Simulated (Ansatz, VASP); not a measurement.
Ga: VASP beside Ansatz

File INCAR:

```
PREC = Accurate
ENCUT = 400
EDIFF = 1E-8
ISMEAR = -1
SIGMA = 0.05
LREAL = F
LASPH = T
NELM = 120
ALGO = Normal
ISIF = 2
LWAVE = F
LCHARG = F
LEFG = T
NBANDS = 34
GGA_COMPAT = F
```

File KPOINTS:

```
regular mesh
0
Gamma
  9 9 7
```

POSCAR

```
Ga
1.0
    2.2615000000     -3.8305000000      0.0000000000
    2.2615000000      3.8305000000      0.0000000000
    0.0000000000      0.0000000000      4.5240000000
Ga
4
Direct
    0.8441701361      0.1558298639      0.0835079239
    0.6558298639      0.3441701361      0.5835079239
    0.1558298639      0.8441701361      0.9164920761
    0.3441701361      0.6558298639      0.4164920761
```

Input for Ansatz:

```yaml
crystal:
  lattice:
    - [2.2615, -3.8305, 0.0]
    - [2.2615, 3.8305, 0.0]
    - [0.0, 0.0, 4.524]
  atoms:
    - { symbol: Ga, position: [0.8441701361, 0.1558298639, 0.0835079239] }
    - { symbol: Ga, position: [0.6558298639, 0.3441701361, 0.5835079239] }
    - { symbol: Ga, position: [0.1558298639, 0.8441701361, 0.9164920761] }
    - { symbol: Ga, position: [0.3441701361, 0.6558298639, 0.4164920761] }
kpoints:
  mp_grid: { grid: [9, 9, 7] }
scf:
  occupations: { method: fermi_dirac, width: 0.05 }
hamiltonian:
  xc: lda
  pseudopotentials: { kind: paw }
output:
  forces: true
  stress: true
  populations: true
  efg: { quadrupole_moments_barn: { Ga: 0.107 }, contact_densities: true }
  write_density: true
  write_potential: true
  elf: true
  volumetric_format: npy
```

Alike in both runs: task electric field gradients; functional LDA; k mesh 9 × 9 × 7; occupations fermi-dirac, width 0.05 eV; no spin polarisation.

|  | VASP | Ansatz |
| --- | --- | --- |
| version | VASP 6.6.1 | Ansatz 0.2.0 |
| potentials or method | VASP PAW LDA potentials, release 64 (Ga_d) | plane-wave PAW, scalar-relativistic |
| plane-wave cutoff (eV) | 400 | 420 |
| valence electrons in the cell | 52 | 52 |

|  | VASP | Ansatz | Ansatz less VASP |
| --- | --- | --- | --- |
| rms of the force components (eV/Å) | 0.014 | 0.014 | +0.0007 |
| size of Vzz on the site where it differs most (V/Å²) | 41.3 | 42.8 | +1.47 |

LDA's correlation is that of Perdew and Zunger in VASP and of Perdew and Wang (1992) in Ansatz. Atom by atom the forces differ by 0.001 eV/Å (rms over components).
